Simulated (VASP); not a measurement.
Input of a VASP 6.6.1 run:

INCAR

```
PREC     = Accurate       # precision mode
ENCUT    = 600            # plane-wave cutoff, eV
EDIFF    = 1E-6           # SCF threshold, eV
ISMEAR   = -1             # smearing method
SIGMA    = 0.05           # smearing width, eV
LREAL    = False          # projectors in reciprocal space
LASPH    = True           # aspherical terms in the spheres
NELM     = 80             # most SCF steps
ALGO     = Normal         # electronic algorithm
ISIF     = 3              # what is computed and relaxed
LWAVE    = False          # write WAVECAR
LCHARG   = False          # write CHGCAR
GGA      = RP             # functional
IBRION   = 2              # ionic algorithm
NSW      = 60             # ionic steps
EDIFFG   = -0.01          # ionic threshold
```

The input KPOINTS:

```
regular mesh
0
Gamma
  9 9 5
```

File POSCAR:

```
Zr
1.0
    3.2320000000      0.0000000000      0.0000000000
   -1.6160000000      2.7989941050      0.0000000000
    0.0000000000      0.0000000000      5.1470000000
Zr
2
Direct
    0.6666666667      0.3333333333      0.7500000000
    0.3333333333      0.6666666667      0.2500000000
```

Potentials or basis: VASP PAW PBE potentials, release 64 (Zr_sv).

The run is started by

```console
$ cat potpaw_PBE.64/Zr_sv/POTCAR > POTCAR
$ mpirun -np 1 vasp_std > vasp.out
```

**Question.** What does it give for the relaxed volume?

**Answer.** 23.95 Å³/atom.

**Question.** Estimate the space group after relaxing (to 0.1 Å).

**Answer.** P6_3/mmc (No. 194).

**Question.** Estimate the relaxed cell.

**Answer.** a = 3.257 Å, b = 3.257 Å, c = 5.214 Å, α = 90.00°, β = 90.00°, γ = 120.00°.

Step by step:
| step | energy change (eV) | largest force (eV/Å) | pressure (GPa) | volume (Å³) |
| --- | --- | --- | --- | --- |
| 1 | 0.0000 | 0.0000 | 2.72 | 46.56 |
| 2 | -0.0007 | 0.0000 | -2.46 | 49.28 |
| 3 | -0.0115 | 0.0000 | -0.02 | 47.92 |
| 4 | -0.0116 | 0.0000 | -0.02 | 47.91 |

Caveat: the PAW data sets were made with another functional, which shifts forces and pressure a little. RPBE and its kin give volumes clearly too large for solids.
